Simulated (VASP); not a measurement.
**Rh: single point with r2SCAN**

Rh:

```
CELL_PARAMETERS angstrom
2.66697 0.00000 0.00000
-1.33349 2.30967 0.00000
0.00000 0.00000 4.29800
ATOMIC_POSITIONS crystal
Rh 0.33333 0.66667 0.25000
Rh 0.66667 0.33333 0.75000
```

This isn't the form of Rh at room conditions, which is fcc.

```json
{
 "Program": "VASP 6.6.1",
 "Task": "single point",
 "Functional": "r2SCAN",
 "Potentials or basis": "VASP PAW PBE potentials, release 64 (Rh_pv)",
 "Cutoff": "520 eV",
 "k mesh": "15 × 15 × 8",
 "Occupations": "fermi-dirac, width 0.1 eV",
 "Spin": "no spin polarisation"
}
```

- Pressure: 14.0 GPa
- Band gap on the k mesh: zero (bands 15 and 16 overlap by 2.57 eV)

Levels at points of the mesh, in eV from the Fermi level:
```csv
k point,band 13,band 14,band 15,band 16,band 17,band 18
"(0.00, 0.00, 0.00)",-2.76,-2.14,-2.14,0.15,0.15,0.88
"(0.00, 0.00, 0.50)",-3.47,-3.47,-0.48,-0.48,-0.48,-0.48
```

It took 3.4 min on 1 thread of Intel(R) Xeon(R) Platinum 8488C (Sapphire Rapids), on a shared host, peak memory 0.19 GiB.

Caveat: the cell stands under pressure; the PAW data sets were made with another functional, which shifts forces and pressure a little.
